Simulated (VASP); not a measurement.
# KC2S2N2 (C2/m) in VASP: notebook

The runs below take KC2S2N2 through single point, with PBEsol.

Everything below comes from runs of VASP 6.6.1. Logs are shortened: lines on timing, memory, paths and dates and some standing lists are left out, and cuts for length are marked.

## Step 1: The cell of the first run

The structure is monoclinic, space group C2/m (No. 12). The conventional cell has a = 11.791 Å, b = 4.151 Å, c = 6.841 Å, α = 90.00°, β = 105.04°, γ = 90.00°. K (site symmetry 2/m) has 2 N at 2.29 Å and 4 S at 2.85 Å within 3.0 Å. Within 1.7 Å of C (site symmetry m) lie 1 N at 1.31 Å. N (site symmetry m) has 1 C at 1.31 Å within 1.7 Å. Within 2.5 Å of S (site symmetry m) lie 1 C at 1.85 Å.

## Step 2: Single point, PBEsol

Input file INCAR:

```
ALGO = Normal ; EDIFF = 1E-7
ENCUT = 520 ; GGA = PS
ISIF = 2 ; ISMEAR = -1
LASPH = True ; LCHARG = False
LREAL = False ; LWAVE = False
NBANDS = 28 ; NELM = 100
PREC = Accurate ; SIGMA = 0.1
```

Input file KPOINTS:

```
k-points
0
Gamma
  5 5 3
```

Input file POSCAR:

```
KC2S2N2
1.0
    0.0000000000      4.1505900000      0.0000000000
    5.8953470000     -2.0752950000      0.0000000000
    1.7750930000      0.0000000000     -6.6071920000
K C N S
1 2 2 2
Direct
    0.0000000000      0.0000000000      0.0000000000
    0.7586100000      0.5172200000      0.7780000000
    0.2413900000      0.4827800000      0.2220000000
    0.8596300000      0.7192600000      0.8234200000
    0.1403700000      0.2807400000      0.1765800000
    0.6103000000      0.2206000000      0.7332000000
    0.3897000000      0.7794000000      0.2668000000
```

Potentials or basis: VASP PAW PBE potentials, release 64 (K_sv, C, N, S).

Run with:

```bash
> cat potpaw_PBE.64/K_sv/POTCAR potpaw_PBE.64/C/POTCAR potpaw_PBE.64/N/POTCAR potpaw_PBE.64/S/POTCAR > POTCAR
> mpirun -np 1 vasp_std > vasp.out
```

OUTCAR:

```text
EDIFF = 1E-7
   ENCUT = 520
   GGA = PS
   ISIF = 2
   ISMEAR = -1
   LASPH = True
   LREAL = False
   NELM = 100
   PREC = Accurate

 ion  position               nearest neighbor table
   1  0.000  0.000  0.000-   4 2.29   5 2.29   6 2.85   7 2.85   6 2.85   7 2.85
   2  0.759  0.517  0.778-   4 1.31   6 1.85
   3  0.241  0.483  0.222-   5 1.31   7 1.85
   4  0.860  0.719  0.823-   2 1.31   1 2.29
   5  0.140  0.281  0.177-   3 1.31   1 2.29
   6  0.610  0.221  0.733-   2 1.85   1 2.85   1 2.85
   7  0.390  0.779  0.267-   3 1.85   1 2.85   1 2.85

  LATTYP: Found a base centered monoclinic cell.
 ALAT       =    11.7906940000
 B/A-ratio  =     0.3520225357
 C/A-ratio  =     0.5802446213
 COS(beta)  =    -0.2594601230

  Lattice vectors:

 A1 = (  -5.8953470000,  -2.0752950000,   0.0000000000)
 A2 = (  -5.8953470000,   2.0752950000,   0.0000000000)
 A3 = (   1.7750930000,   0.0000000000,  -6.6071920000)

Analysis of symmetry for initial positions (statically):
=====================================================================
 Subroutine PRICEL returns:
 Original cell was already a primitive cell.

 Routine SETGRP: Setting up the symmetry group for a
 base centered monoclinic supercell.

 Subroutine GETGRP returns: Found  4 space group operations
 (whereof  4 operations were pure point group operations)
 out of a pool of  4 trial point group operations.

The static configuration has the point symmetry C_2h.

Analysis of symmetry for dynamics (positions and initial velocities):
=====================================================================
 Subroutine PRICEL returns:
 Original cell was already a primitive cell.

 Routine SETGRP: Setting up the symmetry group for a
 base centered monoclinic supercell.

 Subroutine GETGRP returns: Found  4 space group operations
 (whereof  4 operations were pure point group operations)
 out of a pool of  4 trial point group operations.

The dynamic configuration has the point symmetry C_2h.

 Subroutine INISYM returns: Found  4 space group operations
 (whereof  4 operations are pure point group operations),
 and found     1 'primitive' translations

----------------------------------------------------------------------------------------

                                     Primitive cell

  volume of cell :     161.6725

  direct lattice vectors                    reciprocal lattice vectors
     0.000000000  4.150590000  0.000000000     0.084812650  0.240929603  0.022785828
     5.895347000 -2.075295000  0.000000000     0.169625299  0.000000000  0.045571656
     1.775093000  0.000000000 -6.607192000     0.000000000  0.000000000 -0.151350226

  length of vectors
     4.150590000  6.249957247  6.841486774     0.256436060  0.175640309  0.151350226

  position of ions in fractional coordinates (direct lattice)
     0.000000000  0.000000000  0.000000000
     0.758610000  0.517220000  0.778000000
     0.241390000  0.482780000  0.222000000
     0.859630000  0.719260000  0.823420000
     0.140370000  0.280740000  0.176580000
     0.610300000  0.220600000  0.733200000
     0.389700000  0.779400000  0.266800000

  ion indices of the primitive-cell ions
   primitive index   ion index
                 1           1
                 2           2
                 3           3
                 4           4
                 5           5
                 6           6
                 7           7

----------------------------------------------------------------------------------------

 KPOINTS: k-points

Automatic generation of k-mesh.
 Grid dimensions read from file:
 generate k-points for:    5    5    3

 Generating k-lattice:

  Cartesian coordinates                     Fractional coordinates (reciprocal lattice)
     0.016962530  0.048185921  0.004557166     0.200000000 -0.000000000  0.000000000
     0.033925060  0.000000000  0.009114331     0.000000000  0.200000000  0.000000000
     0.000000000  0.000000000 -0.050450075     0.000000000  0.000000000  0.333333333

  Length of vectors
     0.051287212  0.035128062  0.050450075

  Shift w.r.t. Gamma in fractional coordinates (k-lattice)
     0.000000000  0.000000000  0.000000000

 Subroutine IBZKPT returns following result:
 ===========================================

 Found     24 irreducible k-points:

 Following reciprocal coordinates:
            Coordinates               Weight
  0.000000  0.000000  0.000000      1.000000
  0.200000  0.000000 -0.000000      4.000000
  0.400000 -0.000000 -0.000000      4.000000
  0.000000  0.200000 -0.000000      2.000000
  0.200000  0.200000 -0.000000      4.000000
  0.400000  0.200000 -0.000000      4.000000
[... 16 lines left out ...]
  0.200000 -0.400000  0.333333      4.000000
  0.000000 -0.200000  0.333333      2.000000
   k-points           NKPTS =     24   k-points in BZ     NKDIM =     24   number of bands    NBANDS=     28
   number of dos      NEDOS =    301   number of ions     NIONS =      7
   total plane-waves  NPLWV =  82944
   dimension x,y,z NGX =    32 NGY =   48 NGZ =   54
   dimension x,y,z NGXF=    64 NGYF=   96 NGZF=  108
   ions per type =               1   2   2   2
   NGX,Y,Z   is equivalent  to a cutoff of  12.82, 12.77, 13.12 a.u.
   NGXF,Y,Z  is equivalent  to a cutoff of  25.63, 25.54, 26.24 a.u.
 SYSTEM =  unknown system
   PREC   = accura    normal or accurate (medium, high low for compatibility)
   ISTART =      0    job   : 0-new  1-cont  2-samecut
   ICHARG =      2    charge: 1-file 2-atom 10-const
   ISPIN  =      1    spin polarized calculation?
   LNONCOLLINEAR =      F non collinear calculations
   LSORBIT =      F    spin-orbit coupling
   LASPH  =      T    aspherical Exc in radial PAW
   ENCUT  =  520.0 eV  38.22 Ry    6.18 a.u.   7.72 11.62 12.72*2*pi/ulx,y,z
   NELM   =    100;   NELMIN=  2; NELMDL= -5     # of ELM steps
   EDIFF  = 0.1E-06   stopping-criterion for ELM
   LREAL  =      F    real-space projection
   EDIFFG = 0.1E-05   stopping-criterion for IOM
   NSW    =      0    number of steps for IOM
   IBRION =     -1    ionic relax: 0-MD 1-quasi-New 2-CG
   NFREE  =      0    steps in history (QN), initial steepest desc. (CG)
   ISIF   =      2    stress and relaxation
   ISYM   =      2    0-nonsym 1-usesym 2-fastsym
   POTIM  = 0.5000    time-step for ionic-motion
   TEBEG  =    0.0;   TEEND  =   0.0 temperature during run
   PSTRESS=    0.0 pullay stress
   NELECT =      39.0000    total number of electrons
   NUPDOWN=      -1.0000    fix difference up-down
   EMIN   =  10.00;   EMAX   =-10.00  energy-range for DOS
   EFERMI =   0.00;   METHOD = LEGACY
   ISMEAR =    -1;   SIGMA  =   0.10  broadening in eV -4-tet -1-fermi 0-gaus
   EFERMI_NEDOS =   21; number of points for ismear=-14 and -15
   IALGO  =     38    algorithm
   IMIX   =      4    mixing-type and parameters
     AMIX     =   0.40;   BMIX     =  1.00
     AMIX_MAG =   1.60;   BMIX_MAG =  1.00
  volume/ion in A,a.u.               =      23.10       155.86
  Fermi-wavevector in a.u.,A,eV,Ry     =   1.019102  1.925824 14.130588  1.038569
  Thomas-Fermi vector in A             =   2.152597
   LORBIT       =      0    0 simple, 1 ext, 2 COOP (PROOUT), +10 PAW based schemes
   GGA     = PS    functional components
   LHFCALC =     F    Hartree Fock is set to
   AEXX    =    0.0000 exact exchange contribution
   IVDW    =     0    specifies the selected vdW correction
   LEPSILON=     F    determine dielectric tensor
   LRPA    =     F    only Hartree local field effects (RPA)
 non-spin polarized calculation
  energy-cutoff  :      520.00
  volume of cell :      161.67
 maximum number of plane-waves:      4371
   NGX = 15   NGY = 23   NGZ = 25

 number of electron      39.0000000 magnetization

 Free energy of the ion-electron system (eV)
  ---------------------------------------------------
  ext. energy  EPLUGINS =         0.00000000
  ---------------------------------------------------
  free energy    TOTEN  =       -41.71305072 eV

  energy without entropy =      -41.52061015  energy(sigma->0) =      -41.61683043

 E-fermi :  -1.4348     XC(G=0):  -7.6494

 val. band max:       -1.4393971528   @ k =   0.2000   0.2000   0.3333
 cond. band min:      -1.4340197888   @ k =   0.2000   0.2000  -0.0000
 fundamental gap:      0.0053773640
 Fermi energy:        -1.4347921668

 k-point     1 :       0.0000    0.0000    0.0000
  band No.  band energies     occupation
      1     -28.2210      2.00000
      2     -16.9062      2.00000
      3     -16.8161      2.00000
      4     -13.8381      2.00000
      5     -13.5918      2.00000
      6     -12.2809      2.00000
[... 20 lines left out ...]
     27       4.8714      0.00000
     28       6.1817      0.00000

 k-point     2 :       0.2000    0.0000   -0.0000
  band No.  band energies     occupation
      1     -28.2163      2.00000
      2     -16.8946      2.00000
      3     -16.8086      2.00000
      4     -13.7466      2.00000
      5     -13.7003      2.00000
      6     -12.2500      2.00000
[... 20 lines left out ...]
     27       5.5707      0.00000
     28       6.5577      0.00000

 k-point     3 :       0.4000   -0.0000   -0.0000
  band No.  band energies     occupation
      1     -28.2086      2.00000
      2     -16.8745      2.00000
      3     -16.7969      2.00000
      4     -13.8757      2.00000
      5     -13.5496      2.00000
      6     -12.2288      2.00000
[... 20 lines left out ...]
     27       6.5903      0.00000
     28       7.1928      0.00000

 k-point     4 :       0.0000    0.2000   -0.0000
  band No.  band energies     occupation
      1     -28.2209      2.00000
      2     -16.9384      2.00000
      3     -16.7814      2.00000
      4     -13.8236      2.00000
      5     -13.6479      2.00000
      6     -12.2097      2.00000
[... 20 lines left out ...]
     27       4.9024      0.00000
     28       5.7721      0.00000

 k-point     5 :       0.2000    0.2000   -0.0000
  band No.  band energies     occupation
      1     -28.2162      2.00000
      2     -16.9353      2.00000
      3     -16.7640      2.00000
      4     -13.7601      2.00000
      5     -13.7299      2.00000
      6     -12.2029      2.00000
[... 20 lines left out ...]
     27       5.5381      0.00000
     28       6.1469      0.00000

 k-point     6 :       0.4000    0.2000   -0.0000
  band No.  band energies     occupation
      1     -28.2086      2.00000
      2     -16.8937      2.00000
      3     -16.7763      2.00000
      4     -13.8658      2.00000
      5     -13.5863      2.00000
      6     -12.1781      2.00000
[... 463 lines left out ...]
      5     -13.5860      2.00000
      6     -12.1791      2.00000
[... 20 lines left out ...]
     27       6.6216      0.00000
     28       6.8676      0.00000

 k-point    22 :       0.0000   -0.4000    0.3333
  band No.  band energies     occupation
      1     -28.2208      2.00000
      2     -16.9643      2.00000
      3     -16.7518      2.00000
      4     -13.8626      2.00000
      5     -13.6529      2.00000
      6     -12.1793      2.00000
[... 20 lines left out ...]
     27       5.3810      0.00000
     28       5.4934      0.00000

 k-point    23 :       0.2000   -0.4000    0.3333
  band No.  band energies     occupation
      1     -28.2162      2.00000
      2     -16.9278      2.00000
      3     -16.7722      2.00000
      4     -13.7583      2.00000
      5     -13.7314      2.00000
      6     -12.2035      2.00000
[... 20 lines left out ...]
     27       5.9196      0.00000
     28       6.2100      0.00000

 k-point    24 :       0.0000   -0.2000    0.3333
  band No.  band energies     occupation
      1     -28.2209      2.00000
      2     -16.9281      2.00000
      3     -16.7924      2.00000
      4     -13.8553      2.00000
      5     -13.6110      2.00000
      6     -12.2093      2.00000
[... 20 lines left out ...]
     27       5.3054      0.00000
     28       5.7648      0.00000

------------------------ aborting loop because EDIFF is reached ----------------------------------------

  FORCE on cell =-STRESS in cart. coord.  units (eV):
  Direction    XX          YY          ZZ          XY          YZ          ZX
  --------------------------------------------------------------------------------------
  -------------------------------------------------------------------------------------
  Total      -30.5086477      4.1562053      3.7514289      0.0000000      0.0000000      5.0754097
  in kB     -302.3412506     41.1880693     37.1767281      0.0000000      0.0000000     50.2974015
  external PRESSURE =     -74.6588177 kB  Pullay stress =       0.0000000 kB

 VOLUME and BASIS-vectors are now :
 -----------------------------------------------------------------------------
  energy-cutoff  :      520.00
  volume of cell :      161.67
      direct lattice vectors                 reciprocal lattice vectors
     0.000000000  4.150590000  0.000000000     0.084812650  0.240929603  0.022785828
     5.895347000 -2.075295000  0.000000000     0.169625299  0.000000000  0.045571656
     1.775093000  0.000000000 -6.607192000     0.000000000  0.000000000 -0.151350226

 POSITION                                       TOTAL-FORCE (eV/Angst)
 -----------------------------------------------------------------------------------
      0.00000      0.00000      0.00000         0.000000      0.000000      0.000000
      4.43021      2.07529     -5.14040         4.061028      0.000000     -1.411710
      3.24023      0.00000     -1.46680        -4.061028     -0.000000      1.411710
      5.70193      2.07530     -5.44049       -10.072226      0.000000      3.160479
      1.96851     -0.00000     -1.16670        10.072226      0.000000     -3.160479
      2.60201      2.07530     -4.84439         4.728841      0.000000      0.197710
      5.06843     -0.00000     -1.76280        -4.728841      0.000000     -0.197710
 -----------------------------------------------------------------------------------
    total drift:                                0.000000     -0.000000      0.000000

  FREE ENERGIE OF THE ION-ELECTRON SYSTEM (eV)
  ---------------------------------------------------
  free  energy   TOTEN  =       -41.7130507184 eV

  energy  without entropy=      -41.5206101501  energy(sigma->0) =      -41.61683043
```

It took 2.1 min on 1 thread of AMD EPYC 7R13 (Zen 3), shared host; peak memory 0.3 GiB.

What came out:

| Quantity | Value |
| --- | --- |
| Free energy | -41.7131 eV |
| Pressure | -7.5 GPa |
| Largest force | 10.556 eV/Å |

Forces in eV/Å, atoms in the order of the input:
```
K     0.000   0.000   0.000
C     4.061   0.000  -1.412
C    -4.061   0.000   1.412
N   -10.072   0.000   3.160
N    10.072   0.000  -3.160
S     4.729   0.000   0.198
S    -4.729   0.000  -0.198
```

Levels at points of the mesh, in eV from the Fermi level:
```
           k point  band 17  band 18  band 19  band 20  band 21  band 22  band 23  band 24
(0.00, 0.00, 0.00)    -0.58    -0.32    -0.13    -0.07     3.77     4.13     4.43     4.61
```

Caveat: the PAW data sets were made with another functional, which shifts forces and pressure a little.

## Step 3: Single point, PBEsol

Input file INCAR:

```
SYSTEM = KC2S2N2
ALGO = Normal
EDIFF = 1E-7
ENCUT = 520
GGA = PS
ISIF = 2
ISMEAR = -1
LASPH = .True.
LCHARG = .True.
LELF = .True.
LREAL = .False.
LVHAR = .True.
LWAVE = .False.
NBANDS = 28
NELM = 100
PREC = Accurate
SIGMA = 0.1
```

Input file KPOINTS:

```
k-points
0
Gamma
  5 5 3
  0 0 0
```

POSCAR is that of step 2.

Potentials or basis: VASP PAW PBE potentials, release 64 (K_sv, C, N, S).

Run with:

```bash
> cat potpaw_PBE.64/K_sv/POTCAR potpaw_PBE.64/C/POTCAR potpaw_PBE.64/N/POTCAR potpaw_PBE.64/S/POTCAR > POTCAR
> mpirun -np 1 vasp_std > vasp.out
```

Wall time 2 min (1 thread of AMD EPYC 7R13 (Zen 3), shared host); peak memory 0.3 GiB.

It converged, with:

```yaml
Free_energy: -41.7131 eV
Pressure: -7.5 GPa
Largest_force: 10.556 eV/Å
```

Forces on the atoms (eV/Å):
```
K     0.000   0.000   0.000
C     4.061   0.000  -1.412
C    -4.061   0.000   1.412
N   -10.072   0.000   3.160
N    10.072   0.000  -3.160
S     4.729   0.000   0.198
S    -4.729   0.000  -0.198
```

Stress tensor (GPa, compression positive):
```
-30.23   0.00   5.03
  0.00   4.12   0.00
  5.03   0.00   3.72
```

Levels at points of the mesh, in eV from the Fermi level:
```
           k point  band 16  band 17  band 18  band 19  band 20  band 21  band 22  band 23  band 24  band 25
(0.00, 0.00, 0.00)    -1.86    -0.58    -0.32    -0.13    -0.07     3.77     4.13     4.43     4.61     4.89
```

Caveat: the PAW data sets were made with another functional, which shifts forces and pressure a little.

(Continued in part 2 of 2.)
